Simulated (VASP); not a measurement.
Input of a VASP 6.6.1 run:

File INCAR:

```
  ALGO = Normal
  EDIFF = 1E-6
  ENCUT = 520
  GGA = PE
  ISIF = 2
  ISMEAR = -1
  LASPH = True
  LCHARG = False
  LREAL = False
  LWAVE = False
  NBANDS = 12
  NELM = 60
  PREC = Accurate
  SIGMA = 0.08
```

Contents of KPOINTS:

```
k-points
0
Gamma
  16 16 16
```

POSCAR

```
Ag
1.0
    2.1081796275      0.0000000000      0.0000000000
    0.0000000000      2.1081796275      0.0000000000
    0.0000000000      0.0000000000      2.1081796275
Ag
1
Direct
    0.0000000000      0.0000000000      0.0000000000
```

Potentials or basis: VASP PAW PBE potentials, release 64 (Ag).

Run with:

```bash
$ cat potpaw_PBE.64/Ag/POTCAR > POTCAR
$ mpirun -np 1 vasp_std > vasp.out
```

(1) Estimate the pressure.

Results:

(1) 466.7 GPa.
